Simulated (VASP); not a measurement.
# MgCdS4 (P4/mmm) in VASP: density of states with PBE

Aim: the density of states of MgCdS4 with PBE.

Program: VASP 6.6.1. These are calculated values, not measurements. Logs are shortened: lines on timing, memory, paths and dates and some standing lists are left out, and cuts for length are marked.

## (1) The cell of the first run

Symmetry: P4/mmm, No. 123, tetragonal system. The conventional cell has a = 6.018 Å, b = 6.018 Å, c = 3.838 Å, α = 90.00°, β = 90.00°, γ = 90.00°. Within 3.6 Å of Mg (site symmetry 4/mmm) lie 8 S at 2.75 Å. Within 4.9 Å of Cd (site symmetry 4/mmm) lie 16 S at 3.72 Å and 2 Cd at 3.84 Å and 4 Mg at 4.26 Å. Within 2.8 Å of S (site symmetry m2m) lie 3 S at 2.09 to 2.78 Å and 2 Mg at 2.75 Å.

## (2) Density of states, PBE

POSCAR

```
MgCdS4
1.0
    6.0176089313      0.0000000000      0.0000000000
    0.0000000000      6.0176089313      0.0000000000
    0.0000000000      0.0000000000      3.8376360129
Mg Cd S
1 1 4
Direct
    0.0000000000      0.0000000000      0.5000000000
    0.5000000000      0.5000000000      0.5000000000
    0.6735303564      0.0000000000      0.0000000000
    0.3264696436      0.0000000000      0.0000000000
    0.0000000000      0.3264696436      0.0000000000
    0.0000000000      0.6735303564      0.0000000000
```

INCAR.step1

```
SYSTEM = MgCdS4
ALGO = Normal ; EDIFF = 1E-7
ENCUT = 520 ; GGA = PE
ISIF = 2 ; ISMEAR = 0
LASPH = .TRUE. ; LCHARG = .TRUE.
LREAL = .FALSE. ; LWAVE = .FALSE.
NBANDS = 28 ; NELM = 60
PREC = Accurate ; SIGMA = 0.1
```

KPOINTS.step1

```
k-points
0
G
  6 6 10
  0 0 0
```

INCAR.step2

```
SYSTEM = MgCdS4
ALGO = Normal ; EDIFF = 1E-7
ENCUT = 520 ; GGA = PE
ICHARG = 11 ; ISIF = 2
ISMEAR = -5 ; LASPH = .TRUE.
LCHARG = .FALSE. ; LORBIT = 11
LREAL = .FALSE. ; LWAVE = .FALSE.
NBANDS = 28 ; NEDOS = 2001
NELM = 60 ; PREC = Accurate
SIGMA = 0.1
```

KPOINTS.step2

```
k-points
0
G
  9 9 15
  0 0 0
```

Potentials or basis: VASP PAW PBE potentials, release 64 (Mg, Cd, S).

Launch:

```
> cat potpaw_PBE.64/Mg/POTCAR potpaw_PBE.64/Cd/POTCAR potpaw_PBE.64/S/POTCAR > POTCAR
> cp INCAR.step1 INCAR
> cp KPOINTS.step1 KPOINTS
> mpirun -np 1 vasp_std > vasp.out
> cp INCAR.step2 INCAR
> cp KPOINTS.step2 KPOINTS
> mpirun -np 1 vasp_std > vasp.out
```

OUTCAR:

```text
SYSTEM = MgCdS4
   EDIFF = 1E-7
   ENCUT = 520
   GGA = PE
   ICHARG = 11
   ISIF = 2
   ISMEAR = -5
   LASPH = .TRUE.
   LORBIT = 11
   LREAL = .FALSE.
   NELM = 60
   PREC = Accurate

 ion  position               nearest neighbor table
   1  0.000  0.000  0.500-   3 2.75   4 2.75   5 2.75   6 2.75   3 2.75   4 2.75   5 2.75   6 2.75

   2  0.500  0.500  0.500-
   3  0.674  0.000  0.000-   4 2.09   1 2.75   1 2.75   6 2.78   5 2.78
   4  0.326  0.000  0.000-   3 2.09   1 2.75   1 2.75   6 2.78   5 2.78
   5  0.000  0.326  0.000-   6 2.09   1 2.75   1 2.75   3 2.78   4 2.78
   6  0.000  0.674  0.000-   5 2.09   1 2.75   1 2.75   3 2.78   4 2.78

  LATTYP: Found a simple tetragonal cell.
 ALAT       =     6.0176089313
 C/A-ratio  =     0.6377343654

  Lattice vectors:

 A1 = (   6.0176089313,   0.0000000000,   0.0000000000)
 A2 = (   0.0000000000,   6.0176089313,   0.0000000000)
 A3 = (   0.0000000000,   0.0000000000,   3.8376360129)

Analysis of symmetry for initial positions (statically):
=====================================================================
 Subroutine PRICEL returns:
 Original cell was already a primitive cell.

 Routine SETGRP: Setting up the symmetry group for a
 simple tetragonal supercell.

 Subroutine GETGRP returns: Found 16 space group operations
 (whereof 16 operations were pure point group operations)
 out of a pool of 16 trial point group operations.

The static configuration has the point symmetry D_4h.

Analysis of symmetry for dynamics (positions and initial velocities):
=====================================================================
 Subroutine PRICEL returns:
 Original cell was already a primitive cell.

 Routine SETGRP: Setting up the symmetry group for a
 simple tetragonal supercell.

 Subroutine GETGRP returns: Found 16 space group operations
 (whereof 16 operations were pure point group operations)
 out of a pool of 16 trial point group operations.

The dynamic configuration has the point symmetry D_4h.

 Subroutine INISYM returns: Found 16 space group operations
 (whereof 16 operations are pure point group operations),
 and found     1 'primitive' translations

----------------------------------------------------------------------------------------

                                     Primitive cell

  volume of cell :     138.9670

  direct lattice vectors                    reciprocal lattice vectors
     6.017608931  0.000000000  0.000000000     0.166178961  0.000000000  0.000000000
     0.000000000  6.017608931  0.000000000     0.000000000  0.166178961  0.000000000
     0.000000000  0.000000000  3.837636013     0.000000000  0.000000000  0.260577084

  length of vectors
     6.017608931  6.017608931  3.837636013     0.166178961  0.166178961  0.260577084

  position of ions in fractional coordinates (direct lattice)
     0.000000000  0.000000000  0.500000000
     0.500000000  0.500000000  0.500000000
     0.673530356  0.000000000  0.000000000
     0.326469644  0.000000000  0.000000000
     0.000000000  0.326469644  0.000000000
     0.000000000  0.673530356  0.000000000

  ion indices of the primitive-cell ions
   primitive index   ion index
                 1           1
                 2           2
                 3           3
                 4           4
                 5           5
                 6           6

----------------------------------------------------------------------------------------

 KPOINTS: k-points

Automatic generation of k-mesh.
 Grid dimensions read from file:
 generate k-points for:    9    9   15

 Generating k-lattice:

  Cartesian coordinates                     Fractional coordinates (reciprocal lattice)
     0.018464329  0.000000000  0.000000000     0.111111111  0.000000000  0.000000000
     0.000000000  0.018464329  0.000000000     0.000000000  0.111111111  0.000000000
     0.000000000  0.000000000  0.017371806     0.000000000  0.000000000  0.066666667

  Length of vectors
     0.018464329  0.018464329  0.017371806

  Shift w.r.t. Gamma in fractional coordinates (k-lattice)
     0.000000000  0.000000000  0.000000000

 TETIRR: Found   1798 inequivalent tetrahedra from     7290

 Subroutine IBZKPT returns following result:
 ===========================================

 Found    120 irreducible k-points:

 Following reciprocal coordinates:
            Coordinates               Weight
  0.000000  0.000000  0.000000      1.000000
  0.111111  0.000000  0.000000      4.000000
  0.222222  0.000000  0.000000      4.000000
  0.333333  0.000000  0.000000      4.000000
  0.444444  0.000000  0.000000      4.000000
  0.111111  0.111111  0.000000      4.000000
[... 16 lines left out ...]
  0.333333  0.111111  0.066667     16.000000
  0.444444  0.111111  0.066667     16.000000
 [... further k-points ...]
   k-points           NKPTS =    120   k-points in BZ     NKDIM =    120   number of bands    NBANDS=     28
   number of dos      NEDOS =   2001   number of ions     NIONS =      6
   total plane-waves  NPLWV =  69120
   dimension x,y,z NGX =    48 NGY =   48 NGZ =   30
   dimension x,y,z NGXF=    96 NGYF=   96 NGZF=   60
   ions per type =               1   1   4
   NGX,Y,Z   is equivalent  to a cutoff of  13.26, 13.26, 13.00 a.u.
   NGXF,Y,Z  is equivalent  to a cutoff of  26.52, 26.52, 25.99 a.u.
 SYSTEM =  MgCdS4
   PREC   = accura    normal or accurate (medium, high low for compatibility)
   ISTART =      0    job   : 0-new  1-cont  2-samecut
   ICHARG =     11    charge: 1-file 2-atom 10-const
   ISPIN  =      1    spin polarized calculation?
   LNONCOLLINEAR =      F non collinear calculations
   LSORBIT =      F    spin-orbit coupling
   LASPH  =      T    aspherical Exc in radial PAW
   ENCUT  =  520.0 eV  38.22 Ry    6.18 a.u.  11.19 11.19  7.14*2*pi/ulx,y,z
   NELM   =     60;   NELMIN=  2; NELMDL=  0     # of ELM steps
   EDIFF  = 0.1E-06   stopping-criterion for ELM
   LREAL  =      F    real-space projection
   EDIFFG = 0.1E-05   stopping-criterion for IOM
   NSW    =      0    number of steps for IOM
   IBRION =     -1    ionic relax: 0-MD 1-quasi-New 2-CG
   NFREE  =      0    steps in history (QN), initial steepest desc. (CG)
   ISIF   =      2    stress and relaxation
   ISYM   =      2    0-nonsym 1-usesym 2-fastsym
   POTIM  = 0.5000    time-step for ionic-motion
   TEBEG  =    0.0;   TEEND  =   0.0 temperature during run
   PSTRESS=    0.0 pullay stress
   NELECT =      38.0000    total number of electrons
   NUPDOWN=      -1.0000    fix difference up-down
   EMIN   =  10.00;   EMAX   =-10.00  energy-range for DOS
   EFERMI =   0.00;   METHOD = LEGACY
   ISMEAR =    -5;   SIGMA  =   0.10  broadening in eV -4-tet -1-fermi 0-gaus
   EFERMI_NEDOS =   21; number of points for ismear=-14 and -15
   IALGO  =     38    algorithm
   IMIX   =      4    mixing-type and parameters
     AMIX     =   0.40;   BMIX     =  1.00
     AMIX_MAG =   1.60;   BMIX_MAG =  1.00
  volume/ion in A,a.u.               =      23.16       156.30
  Fermi-wavevector in a.u.,A,eV,Ry     =   1.062589  2.008003 15.362286  1.129096
  Thomas-Fermi vector in A             =   2.198045
   LORBIT       =     11    0 simple, 1 ext, 2 COOP (PROOUT), +10 PAW based schemes
   GGA     = PE    functional components
   LHFCALC =     F    Hartree Fock is set to
   AEXX    =    0.0000 exact exchange contribution
   IVDW    =     0    specifies the selected vdW correction
   LEPSILON=     F    determine dielectric tensor
   LRPA    =     F    only Hartree local field effects (RPA)
 non-spin polarized calculation
 Fermi weights with tetrahedron method with Bloechl corrections
  energy-cutoff  :      520.00
  volume of cell :      138.97
 maximum number of plane-waves:      3768
 NGX is ok and might be reduce to    48

 number of electron      37.9999995 magnetization

 Free energy of the ion-electron system (eV)
  ---------------------------------------------------
  ext. energy  EPLUGINS =         0.00000000
  ---------------------------------------------------
  free energy    TOTEN  =       -18.52419607 eV

  energy without entropy =      -18.52419607  energy(sigma->0) =      -18.52419607

 E-fermi :   3.0561     XC(G=0):  -9.0851

 val. band max:        3.0593440192   @ k =   0.3333   0.0000   0.4000
 cond. band min:       3.0246606870   @ k =   0.4444   0.4444   0.4000
 fundamental gap:     -0.0346833322
 Fermi energy:         3.0560979554

 k-point     1 :       0.0000    0.0000    0.0000
  band No.  band energies     occupation
      1     -12.5856      2.00000
      2     -11.4252      2.00000
      3      -8.4407      2.00000
      4      -8.4407      2.00000
      5      -4.8743      2.00000
      6      -4.3686      2.00000
[... 20 lines left out ...]
     27       8.3868      0.00000
     28       9.0895      0.00000

 k-point     2 :       0.1111    0.0000    0.0000
  band No.  band energies     occupation
      1     -12.5579      2.00000
      2     -11.4660      2.00000
      3      -8.4635      2.00000
      4      -8.4391      2.00000
      5      -4.7405      2.00000
      6      -4.3681      2.00000
[... 20 lines left out ...]
     27       8.6480      0.00000
     28       9.3528      0.00000

 k-point     3 :       0.2222    0.0000    0.0000
  band No.  band energies     occupation
      1     -12.4771      2.00000
      2     -11.5798      2.00000
      3      -8.5157      2.00000
      4      -8.4350      2.00000
      5      -4.3969      2.00000
      6      -4.3498      2.00000
[... 616 lines left out ...]
      3      -8.9519      2.00000
      4      -8.0087      2.00000
      5      -4.3622      2.00000
      6      -4.2850      2.00000
[... 20 lines left out ...]
     27       9.2687      0.00000
     28       9.3901      0.00000

 k-point    24 :       0.4444    0.1111    0.0667
  band No.  band energies     occupation
      1     -12.1787      2.00000
      2     -11.9002      2.00000
      3      -9.0178      2.00000
      4      -7.9622      2.00000
      5      -4.3616      2.00000
      6      -4.2877      2.00000
[... 20 lines left out ...]
     27       9.0844      0.00000
     28       9.7866      0.00000

 [... further k-points ...]

------------------------ aborting loop because EDIFF is reached ----------------------------------------

  FORCE on cell =-STRESS in cart. coord.  units (eV):
  Direction    XX          YY          ZZ          XY          YZ          ZX
  --------------------------------------------------------------------------------------
  -------------------------------------------------------------------------------------
  Total       -0.1050987     -0.1050987     -0.2220097      0.0000000      0.0000000     -0.0000000
  in kB       -1.2117032     -1.2117032     -2.5595927      0.0000000      0.0000000     -0.0000000
  external PRESSURE =      -1.6609997 kB  Pullay stress =       0.0000000 kB

 VOLUME and BASIS-vectors are now :
 -----------------------------------------------------------------------------
  energy-cutoff  :      520.00
  volume of cell :      138.97
      direct lattice vectors                 reciprocal lattice vectors
     6.017608931  0.000000000  0.000000000     0.166178961  0.000000000  0.000000000
     0.000000000  6.017608931  0.000000000     0.000000000  0.166178961  0.000000000
     0.000000000  0.000000000  3.837636013     0.000000000  0.000000000  0.260577084

 POSITION                                       TOTAL-FORCE (eV/Angst)
 -----------------------------------------------------------------------------------
      0.00000      0.00000      1.91882         0.000000      0.000000      0.000000
      3.00880      3.00880      1.91882         0.000000      0.000000      0.000000
      4.05304      0.00000      0.00000        -0.050593      0.000000      0.000000
      1.96457      0.00000      0.00000         0.050593      0.000000     -0.000000
      0.00000      1.96457      0.00000         0.000000      0.050593      0.000000
      0.00000      4.05304      0.00000        -0.000000     -0.050593     -0.000000
 -----------------------------------------------------------------------------------
    total drift:                               -0.000000     -0.000000      0.000000

  FREE ENERGIE OF THE ION-ELECTRON SYSTEM (eV)
  ---------------------------------------------------
  free  energy   TOTEN  =       -18.5241960717 eV

  energy  without entropy=      -18.5241960717  energy(sigma->0) =      -18.52419607

 total charge

# of ion       s       p       d       tot
------------------------------------------
    1        0.134   0.106   0.031   0.271
    2        0.697   0.035   9.528  10.260
    3        1.386   2.230   0.000   3.616
    4        1.386   2.230   0.000   3.616
    5        1.386   2.230   0.000   3.616
    6        1.386   2.230   0.000   3.616
--------------------------------------------------
tot          6.374   9.061   9.559  24.994
```

Run time: 3.6 min. Hardware: 1 thread of Intel Xeon 6975P-C (Granite Rapids), shared host; peak memory 0.56 GiB.

Results:

```
Valence electrons inside the program's atomic spheres : Mg 0.27; Cd 10.26; S 3.62
```

Caveat: tetrahedron occupations give inexact forces and stress in metals.
